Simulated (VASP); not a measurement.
Set up this calculation in VASP 6.6.1, as the native input.

* Task: single point
* Functional: LDA
* Potentials or basis: VASP PAW LDA potentials, release 64 (Li_sv, Cl)
* Cutoff: 520 eV
* k mesh: 8 × 8 × 8
* Occupations: gaussian, width 0.05 eV
* Spin: no spin polarisation
* Dipole correction: no
* Further INCAR settings: ALGO = Normal; EDIFF = 1e-06; NBANDS = 12

The structure of LiCl lies in POSCAR:

```
LiCl
1.0
    0.0000000000      2.6929980000      2.5647600000
    2.6929980000      0.0000000000      2.5647600000
    2.6929980000      2.6929980000      0.0000000000
Li Cl
1 1
Direct
    0.0000000000      0.0000000000      0.0000000000
    0.5000000000      0.5000000000      0.5000000000
```

This cell differs from its parent crystal: strain +0.050 along x and y, +0.000 along z.

These files were run (other wordings do the same):

INCAR

```
SYSTEM = LiCl
PREC = Accurate
ENCUT = 520
EDIFF = 1E-6
ISMEAR = 0
SIGMA = 0.05
LREAL = .False.
LASPH = .True.
NELM = 100
ALGO = Normal
ISIF = 2
LWAVE = .False.
LCHARG = .False.
GGA = CA
NBANDS = 12
```

KPOINTS

```
Automatic mesh
0
Gamma
  8 8 8
  0 0 0
```

Potentials or basis: VASP PAW LDA potentials, release 64 (Li_sv, Cl).

Run with:

```bash
$ cat potpaw_LDA.64/Li_sv/POTCAR potpaw_LDA.64/Cl/POTCAR > POTCAR
$ mpirun -np 1 vasp_std > vasp.out
```

It gave:

The band gap on the k mesh is 5.44 eV, direct.

Caveat: the cell differs from its parent crystal (strain +0.050 along x and y, +0.000 along z).

Wall time 25 s on 1 thread of AMD EPYC 7R43 64-Core Processor (Zen 3) (shared host), peak memory 0.11 GiB.
